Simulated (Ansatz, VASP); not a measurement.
Two plane-wave programs on LiF

Contents of INCAR:

```
SYSTEM = LiF
PREC = Accurate ; ENCUT = 520
EDIFF = 1E-6 ; ISMEAR = 0
SIGMA = 0.05 ; LREAL = .FALSE.
LASPH = .TRUE. ; NELM = 80
ALGO = Normal ; ISIF = 2
LWAVE = .FALSE. ; LCHARG = .FALSE.
GGA = CA ; NBANDS = 18
```

File KPOINTS:

```
Automatic mesh
0
G
  9 9 6
  0 0 0
```

POSCAR

```
LiF
1.0
    3.0464146835      0.0000000000      0.0000000000
   -1.5232073417      2.6382725064      0.0000000000
    0.0000000000      0.0000000000      4.6092254161
Li F
2 2
Direct
    0.3333333333      0.6666666667      0.4120529761
    0.6666666667      0.3333333333      0.9120529761
    0.3333333333      0.6666666667      0.9910195924
    0.6666666667      0.3333333333      0.4910195924
```

Input for Ansatz:

```yaml
crystal:
  lattice:
    - [3.0464146835, 0.0, 0.0]
    - [-1.5232073417, 2.6382725064, 0.0]
    - [0.0, 0.0, 4.6092254161]
  atoms:
    - { symbol: Li, position: [0.3333333333, 0.6666666667, 0.4120529761] }
    - { symbol: Li, position: [0.6666666667, 0.3333333333, 0.9120529761] }
    - { symbol: F, position: [0.3333333333, 0.6666666667, 0.9910195924] }
    - { symbol: F, position: [0.6666666667, 0.3333333333, 0.4910195924] }
basis:
  ecutwfc: 520.0
kpoints:
  mp_grid: { grid: [9, 9, 6] }
hamiltonian:
  xc: lda
scf:
  occupations: { method: gaussian, width: 0.05 }
output:
  forces: true
  stress: true
  eigenvalues: true
```

Alike in both runs: task single point; functional LDA; k mesh 9 × 9 × 6; occupations gaussian, width 0.05 eV; no spin polarisation.

|  | VASP | Ansatz |
| --- | --- | --- |
| version | VASP 6.6.1 | Ansatz 0.2.0 |
| potentials or method | VASP PAW LDA potentials, release 64 (Li_sv, F), cutoff 520 eV | scalar-relativistic, plane waves, PAW |
| valence electrons in the cell | 20 | 20 |

```tsv
	VASP	Ansatz	Ansatz less VASP
gap on the k mesh at the Fermi level (eV)	7.67	7.68	+0.016
least direct gap on the mesh (eV)	7.67	7.68	+0.016
rms of the force components (eV/Å)	0.133	0.134	+0.0007
```

LDA's correlation is that of Perdew and Zunger in VASP and of Perdew and Wang (1992) in Ansatz. Atom by atom the forces differ by 0.001 eV/Å (rms over components).

Noted on VASP's run: the cutoff is under 1.25 times that of the potentials, so the pressure is a little rough.
